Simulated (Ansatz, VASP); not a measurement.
**Two plane-wave programs on Hf**

File POSCAR:

```
Hf
1.0
    2.9138100000      0.0000000000      0.0000000000
    0.0000000000      2.9138100000      0.0000000000
    0.0000000000      0.0000000000      2.9138100000
Hf
1
Direct
    0.5000000000      0.5000000000      0.5000000000
```

INCAR.step1

```
SYSTEM = Hf
PREC = Accurate ; ENCUT = 600
EDIFF = 1E-5 ; ISMEAR = -1
SIGMA = 0.05 ; LREAL = .FALSE.
LASPH = .TRUE. ; NELM = 80
ALGO = Normal ; LWAVE = .TRUE.
LCHARG = .FALSE. ; GGA = PE
NBANDS = 11
```

The input INCAR.step2:

```
SYSTEM = Hf
PREC = Accurate ; ENCUT = 600
EDIFF = 1E-7 ; ISMEAR = -1
SIGMA = 0.05 ; LREAL = .FALSE.
LASPH = .TRUE. ; NELM = 80
ALGO = Normal ; ISIF = 3
LWAVE = .FALSE. ; LCHARG = .FALSE.
GGA = PE ; LHFCALC = .TRUE.
HFSCREEN = 0.2079 ; PRECFOCK = Normal
IBRION = 2 ; NSW = 60
EDIFFG = -0.01 ; ISTART = 1
```

The input KPOINTS:

```
regular mesh
0
G
  5 5 5
  0 0 0
```

The input input:

```
crystal:
  lattice:
    - [2.91381, 0.0, 0.0]
    - [0.0, 2.91381, 0.0]
    - [0.0, 0.0, 2.91381]
  atoms:
    - { symbol: Hf, position: [0.5, 0.5, 0.5] }
hamiltonian:
  xc: hse06
  pseudopotentials: { kind: paw }
kpoints:
  mp_grid: { grid: [5, 5, 5] }
scf:
  occupations: { method: fermi_dirac, width: 0.05 }
output:
  forces: true
  stress: true
  eigenvalues: true
relax:
  f_tol: 0.01
  max_steps: 40
  cell: { stress_tol: 0.05 }
```

Alike in both runs: task relaxation of cell and atoms; functional HSE06; k mesh 5 × 5 × 5; occupations fermi-dirac, width 0.05 eV; no spin polarisation.

```csv
,VASP,Ansatz
version,VASP 6.6.1,Ansatz 0.2.0
potentials or method,"VASP PAW PBE potentials, release 64 (Hf_pv)",Ansatz PAW
plane-wave cutoff (eV),600,420
valence electrons in the cell,10,26
```

VASP gave:

- gap on the k mesh at the Fermi level, each at its own relaxed structure (eV): none
- relaxed volume (Å³/atom): 24.69
- relaxed cell length with the largest relative difference (Å): 2.912

Q: Which values does Ansatz return?

A: gap on the k mesh at the Fermi level, each at its own relaxed structure (eV): none; relaxed volume (Å³/atom): 25.13; relaxed cell length with the largest relative difference (Å): 2.929.

A gap of «none» marks a metal or a gap that the smearing closes. VASP's potentials hold 10 valence electrons a cell and Ansatz's 26, so a difference there can come from the potentials and not from the codes.

The k mesh is coarse, so the values compare programs but aren't converged. Neither program's run includes spin-orbit coupling. Noted on Ansatz's run: the plane-wave basis is chosen anew once the cell has moved, so the energies of steps on either side of that aren't comparable.
